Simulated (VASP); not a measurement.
# BN (P6_3/mmc) in VASP: further runs

The runs below take BN through single point, relaxation of shape and atoms at fixed volume, with r2SCAN.

Program: VASP 6.6.1. These are calculated values, not measurements. Logs are shortened: lines on timing, memory, paths and dates and some standing lists are left out, and cuts for length are marked.

## 1. The cell of the first run

Symmetry: P6_3/mmc, No. 194, hexagonal system. The conventional cell has a = 2.503 Å, b = 2.503 Å, c = 7.866 Å, α = 90.00°, β = 90.00°, γ = 120.00°. B (site symmetry -6m2) has 3 N at 1.45 Å within 1.9 Å. N (site symmetry -6m2) has 3 B at 1.45 Å within 1.9 Å.

## 2. Single point, r2SCAN

POSCAR reads:

```
BN
1.0
    2.5033616178      0.0000000000      0.0000000000
   -1.2516808089      2.1679747559      0.0000000000
    0.0000000000      0.0000000000      7.8660193699
B N
2 2
Direct
    0.3333333333      0.6666666667      0.2500000000
    0.6666666667      0.3333333333      0.7500000000
    0.3333333333      0.6666666667      0.7500000000
    0.6666666667      0.3333333333      0.2500000000
```

INCAR.step1 reads:

```
SYSTEM = BN
ALGO = Normal
EDIFF = 1E-4
ENCUT = 520
GGA = PE
ISMEAR = 0
LASPH = .True.
LCHARG = .False.
LREAL = .False.
LWAVE = .True.
NBANDS = 16
NELM = 60
PREC = Accurate
SIGMA = 0.05
```

INCAR.step2 reads:

```
SYSTEM = BN
ALGO = Normal
EDIFF = 1E-7
ENCUT = 520
ISIF = 2
ISMEAR = 0
ISTART = 1
LASPH = .True.
LCHARG = .True.
LELF = .True.
LMIXTAU = .True.
LREAL = .False.
LVHAR = .True.
LWAVE = .False.
METAGGA = R2SCAN
NBANDS = 16
NELM = 60
PREC = Accurate
SIGMA = 0.05
```

KPOINTS reads:

```
k-points
0
Gamma
  10 10 4
  0 0 0
```

Potentials or basis: VASP PAW PBE potentials, release 64 (B, N).

On the command line:

```
$ cat potpaw_PBE.64/B/POTCAR potpaw_PBE.64/N/POTCAR > POTCAR
$ cp INCAR.step1 INCAR
$ mpirun -np 1 vasp_std > vasp.out
$ cp INCAR.step2 INCAR
$ mpirun -np 1 vasp_std > vasp.out
```

OUTCAR:

```text
SYSTEM = BN
   EDIFF = 1E-7
   ENCUT = 520
   ISIF = 2
   ISMEAR = 0
   ISTART = 1
   LASPH = .True.
   LREAL = .False.
   METAGGA = R2SCAN
   NELM = 60
   PREC = Accurate

 ion  position               nearest neighbor table
   1  0.333  0.667  0.250-   4 1.45   4 1.45   4 1.45
   2  0.667  0.333  0.750-   3 1.45   3 1.45   3 1.45
   3  0.333  0.667  0.750-   2 1.45   2 1.45   2 1.45
   4  0.667  0.333  0.250-   1 1.45   1 1.45   1 1.45

  LATTYP: Found a hexagonal cell.
 ALAT       =     2.5033616178
 C/A-ratio  =     3.1421826211

  Lattice vectors:

 A1 = (   2.5033616178,   0.0000000000,   0.0000000000)
 A2 = (  -1.2516808089,   2.1679747559,   0.0000000000)
 A3 = (   0.0000000000,   0.0000000000,   7.8660193699)

Analysis of symmetry for initial positions (statically):
=====================================================================
 Subroutine PRICEL returns:
 Original cell was already a primitive cell.

 Routine SETGRP: Setting up the symmetry group for a
 hexagonal supercell.

 Subroutine GETGRP returns: Found 24 space group operations
 (whereof 12 operations were pure point group operations)
 out of a pool of 24 trial point group operations.

The static configuration has the point symmetry D_3d.
 The point group associated with its full space group is D_6h.

Analysis of symmetry for dynamics (positions and initial velocities):
=====================================================================
 Subroutine PRICEL returns:
 Original cell was already a primitive cell.

 Routine SETGRP: Setting up the symmetry group for a
 hexagonal supercell.

 Subroutine GETGRP returns: Found 24 space group operations
 (whereof 12 operations were pure point group operations)
 out of a pool of 24 trial point group operations.

The dynamic configuration has the point symmetry D_3d.
 The point group associated with its full space group is D_6h.

 Subroutine INISYM returns: Found 24 space group operations
 (whereof 12 operations are pure point group operations),
 and found     1 'primitive' translations

----------------------------------------------------------------------------------------

                                     Primitive cell

  volume of cell :      42.6907

  direct lattice vectors                    reciprocal lattice vectors
     2.503361618  0.000000000  0.000000000     0.399462863  0.230629992  0.000000000
    -1.251680809  2.167974756  0.000000000     0.000000000  0.461259983  0.000000000
     0.000000000  0.000000000  7.866019370     0.000000000  0.000000000  0.127129105

  length of vectors
     2.503361618  2.503361618  7.866019370     0.461259983  0.461259983  0.127129105

  position of ions in fractional coordinates (direct lattice)
     0.333333333  0.666666667  0.250000000
     0.666666667  0.333333333  0.750000000
     0.333333333  0.666666667  0.750000000
     0.666666667  0.333333333  0.250000000

  ion indices of the primitive-cell ions
   primitive index   ion index
                 1           1
                 2           2
                 3           3
                 4           4

----------------------------------------------------------------------------------------

 KPOINTS: k-points

Automatic generation of k-mesh.
 Grid dimensions read from file:
 generate k-points for:   10   10    4

 Generating k-lattice:

  Cartesian coordinates                     Fractional coordinates (reciprocal lattice)
     0.039946286  0.023062999  0.000000000     0.100000000  0.000000000  0.000000000
     0.000000000  0.046125998  0.000000000     0.000000000  0.100000000  0.000000000
     0.000000000  0.000000000  0.031782276     0.000000000  0.000000000  0.250000000

  Length of vectors
     0.046125998  0.046125998  0.031782276

  Shift w.r.t. Gamma in fractional coordinates (k-lattice)
     0.000000000  0.000000000  0.000000000

 Subroutine IBZKPT returns following result:
 ===========================================

 Found     42 irreducible k-points:

 Following reciprocal coordinates:
            Coordinates               Weight
  0.000000  0.000000  0.000000      1.000000
  0.100000  0.000000  0.000000      6.000000
  0.200000  0.000000  0.000000      6.000000
  0.300000  0.000000  0.000000      6.000000
  0.400000  0.000000  0.000000      6.000000
  0.500000 -0.000000  0.000000      3.000000
[... 16 lines left out ...]
  0.300000  0.100000  0.250000     24.000000
  0.400000  0.100000  0.250000     24.000000
 [... further k-points ...]
   k-points           NKPTS =     42   k-points in BZ     NKDIM =     42   number of bands    NBANDS=     16
   number of dos      NEDOS =    301   number of ions     NIONS =      4
   total plane-waves  NPLWV =  24000
   dimension x,y,z NGX =    20 NGY =   20 NGZ =   60
   dimension x,y,z NGXF=    40 NGYF=   40 NGZF=  120
   ions per type =               2   2
   NGX,Y,Z   is equivalent  to a cutoff of  13.28, 13.28, 12.68 a.u.
   NGXF,Y,Z  is equivalent  to a cutoff of  26.56, 26.56, 25.36 a.u.
 SYSTEM =  BN
   PREC   = accura    normal or accurate (medium, high low for compatibility)
   ISTART =      1    job   : 0-new  1-cont  2-samecut
   ICHARG =      0    charge: 1-file 2-atom 10-const
   ISPIN  =      1    spin polarized calculation?
   LNONCOLLINEAR =      F non collinear calculations
   LSORBIT =      F    spin-orbit coupling
   LASPH  =      T    aspherical Exc in radial PAW
   ENCUT  =  520.0 eV  38.22 Ry    6.18 a.u.   4.65  4.65 14.63*2*pi/ulx,y,z
   NELM   =     60;   NELMIN=  2; NELMDL=  0     # of ELM steps
   EDIFF  = 0.1E-06   stopping-criterion for ELM
   LREAL  =      F    real-space projection
   EDIFFG = 0.1E-05   stopping-criterion for IOM
   NSW    =      0    number of steps for IOM
   IBRION =     -1    ionic relax: 0-MD 1-quasi-New 2-CG
   NFREE  =      0    steps in history (QN), initial steepest desc. (CG)
   ISIF   =      2    stress and relaxation
   ISYM   =      2    0-nonsym 1-usesym 2-fastsym
   POTIM  = 0.5000    time-step for ionic-motion
   TEBEG  =    0.0;   TEEND  =   0.0 temperature during run
   PSTRESS=    0.0 pullay stress
   NELECT =      16.0000    total number of electrons
   NUPDOWN=      -1.0000    fix difference up-down
   EMIN   =  10.00;   EMAX   =-10.00  energy-range for DOS
   EFERMI =   0.00;   METHOD = LEGACY
   ISMEAR =     0;   SIGMA  =   0.05  broadening in eV -4-tet -1-fermi 0-gaus
   EFERMI_NEDOS =   21; number of points for ismear=-14 and -15
   IALGO  =     38    algorithm
   IMIX   =      4    mixing-type and parameters
     AMIX     =   0.40;   BMIX     =  1.00
     AMIX_MAG =   1.60;   BMIX_MAG =  1.00
  volume/ion in A,a.u.               =      10.67        72.02
  Fermi-wavevector in a.u.,A,eV,Ry     =   1.180331  2.230503 18.955388  1.393182
  Thomas-Fermi vector in A             =   2.316626
   LORBIT       =      0    0 simple, 1 ext, 2 COOP (PROOUT), +10 PAW based schemes
   METAGGA = R2SCAN    functional components
   LHFCALC =     F    Hartree Fock is set to
   AEXX    =    0.0000 exact exchange contribution
   IVDW    =     0    specifies the selected vdW correction
   LEPSILON=     F    determine dielectric tensor
   LRPA    =     F    only Hartree local field effects (RPA)
 non-spin polarized calculation
 Gauss-broadening in eV      SIGMA  =   0.05
  energy-cutoff  :      520.00
  volume of cell :       42.69
 maximum number of plane-waves:      1170
 NGX is ok and might be reduce to    20
   NGX =  9   NGY =  9   NGZ = 29

 number of electron      15.9999997 magnetization

 Free energy of the ion-electron system (eV)
  ---------------------------------------------------
  ext. energy  EPLUGINS =         0.00000000
  ---------------------------------------------------
  free energy    TOTEN  =       -38.57185928 eV

  energy without entropy =      -38.57185928  energy(sigma->0) =      -38.57185928

 E-fermi :   0.9139     XC(G=0):  -9.5872

 val. band max:        0.6815023629   @ k =   0.3000   0.3000   0.0000
 cond. band min:       5.5383323728   @ k =   0.0000   0.0000   0.0000
 fundamental gap:      4.8568300099
 Fermi energy:         0.9138797564

 k-point     1 :       0.0000    0.0000    0.0000
  band No.  band energies     occupation
      1     -17.9402      2.00000
      2     -17.8712      2.00000
      3      -5.0530      2.00000
      4      -4.1638      2.00000
      5      -0.5944      2.00000
      6      -0.5944      2.00000
[... 8 lines left out ...]
     15      13.1393      0.00000
     16      14.6576      0.00000

 k-point     2 :       0.1000    0.0000    0.0000
  band No.  band energies     occupation
      1     -17.7389      2.00000
      2     -17.6716      2.00000
      3      -4.7775      2.00000
      4      -3.9021      2.00000
      5      -1.4234      2.00000
      6      -1.4205      2.00000
[... 8 lines left out ...]
     15      13.9987      0.00000
     16      14.0276      0.00000

 k-point     3 :       0.2000    0.0000    0.0000
  band No.  band energies     occupation
      1     -17.1526      2.00000
      2     -17.0907      2.00000
      3      -3.9688      2.00000
      4      -3.3954      2.00000
      5      -3.3889      2.00000
      6      -3.1384      2.00000
[... 8 lines left out ...]
     15      14.8073      0.00000
     16      16.3314      0.00000

 k-point     4 :       0.3000    0.0000    0.0000
  band No.  band energies     occupation
      1     -16.2525      2.00000
      2     -16.2004      2.00000
      3      -5.6838      2.00000
      4      -5.6727      2.00000
      5      -2.6992      2.00000
      6      -2.6989      2.00000
[... 8 lines left out ...]
     15      16.2851      0.00000
     16      19.4532      0.00000

 k-point     5 :       0.4000    0.0000    0.0000
  band No.  band energies     occupation
      1     -15.2520      2.00000
      2     -15.2166      2.00000
      3      -7.6395      2.00000
      4      -7.6229      2.00000
      5      -3.3047      2.00000
      6      -3.2931      2.00000
[... 8 lines left out ...]
     15      16.2910      0.00000
     16      18.6606      0.00000

 k-point     6 :       0.5000   -0.0000    0.0000
  band No.  band energies     occupation
      1     -14.7314      2.00000
      2     -14.7158      2.00000
      3      -8.4885      2.00000
      4      -8.4719      2.00000
      5      -3.5182      2.00000
      6      -3.5063      2.00000
[... 8 lines left out ...]
     15      15.9288      0.00000
     16      17.5132      0.00000
[... 267 lines left out ...]
 k-point    21 :       0.1000    0.1000    0.2500
  band No.  band energies     occupation
      1     -17.3354      2.00000
      2     -17.2904      2.00000
      3      -4.1251      2.00000
      4      -3.5304      2.00000
      5      -2.6928      2.00000
      6      -2.6894      2.00000
[... 8 lines left out ...]
     15      14.9877      0.00000
     16      15.0448      0.00000

 k-point    22 :       0.2000    0.1000    0.2500
  band No.  band energies     occupation
      1     -16.5884      2.00000
      2     -16.5486      2.00000
      3      -4.6450      2.00000
      4      -4.6398      2.00000
      5      -3.0862      2.00000
      6      -2.7648      2.00000
[... 8 lines left out ...]
     15      15.8405      0.00000
     16      16.6258      0.00000

 k-point    23 :       0.3000    0.1000    0.2500
  band No.  band energies     occupation
      1     -15.6131      2.00000
      2     -15.5824      2.00000
      3      -6.6983      2.00000
      4      -6.6887      2.00000
      5      -3.5938      2.00000
      6      -3.5853      2.00000
[... 8 lines left out ...]
     15      17.0797      0.00000
     16      18.5788      0.00000

 k-point    24 :       0.4000    0.1000    0.2500
  band No.  band energies     occupation
      1     -14.7737      2.00000
      2     -14.7578      2.00000
      3      -8.1453      2.00000
      4      -8.1329      2.00000
      5      -4.0355      2.00000
      6      -4.0265      2.00000
[... 8 lines left out ...]
     15      15.9689      0.00000
     16      17.3986      0.00000

 [... further k-points ...]

------------------------ aborting loop because EDIFF is reached ----------------------------------------

  FORCE on cell =-STRESS in cart. coord.  units (eV):
  Direction    XX          YY          ZZ          XY          YZ          ZX
  --------------------------------------------------------------------------------------
  -------------------------------------------------------------------------------------
  Total       -0.0997079     -0.0997079     -0.3264954     -0.0000000      0.0000000     -0.0000000
  in kB       -3.7420321     -3.7420321    -12.2533495     -0.0000000      0.0000000     -0.0000000
  external PRESSURE =      -6.5791379 kB  Pullay stress =       0.0000000 kB

 VOLUME and BASIS-vectors are now :
 -----------------------------------------------------------------------------
  energy-cutoff  :      520.00
  volume of cell :       42.69
      direct lattice vectors                 reciprocal lattice vectors
     2.503361618  0.000000000  0.000000000     0.399462863  0.230629992  0.000000000
    -1.251680809  2.167974756  0.000000000     0.000000000  0.461259983  0.000000000
     0.000000000  0.000000000  7.866019370     0.000000000  0.000000000  0.127129105

 POSITION                                       TOTAL-FORCE (eV/Angst)
 -----------------------------------------------------------------------------------
     -0.00000      1.44532      1.96650         0.000000     -0.000000      0.000000
      1.25168      0.72266      5.89951        -0.000000      0.000000      0.000000
     -0.00000      1.44532      5.89951         0.000000     -0.000000      0.000000
      1.25168      0.72266      1.96650        -0.000000      0.000000      0.000000
 -----------------------------------------------------------------------------------
    total drift:                               -0.000000      0.000000     -0.000000

  FREE ENERGIE OF THE ION-ELECTRON SYSTEM (eV)
  ---------------------------------------------------
  free  energy   TOTEN  =       -38.5718592791 eV

  energy  without entropy=      -38.5718592791  energy(sigma->0) =      -38.57185928
```

It took 2.2 min on 1 thread of Intel Xeon Platinum 8259CL at 2.50GHz (Skylake/Cascade Lake), shared host; peak memory 0.17 GiB.

Results:

* Free energy: -38.5719 eV
* Pressure: -0.7 GPa
* Band gap on the k mesh: 4.86 eV (least direct gap 5.62 eV)

Levels at points of the mesh, in eV from the valence-band top:
| k point | band 6 | band 7 | band 8 | band 9 | band 10 | band 11 |
| --- | --- | --- | --- | --- | --- | --- |
| (0.00, 0.00, 0.00) | -1.28 | -1.27 | -1.27 | 4.86 | 8.88 | 11.65 |
| (0.50, 0.00, 0.00) | -4.19 | -1.01 | -0.65 | 5.21 | 5.88 | 10.24 |
| (0.00, 0.00, 0.50) | -1.27 | -1.27 | -1.27 | 6.46 | 6.46 | 12.44 |
| (0.50, 0.00, 0.50) | -4.19 | -0.83 | -0.83 | 5.48 | 5.48 | 10.61 |

Caveat: the PAW data sets were made with another functional, which shifts forces and pressure a little.

(Continued in part 2 of 2.)
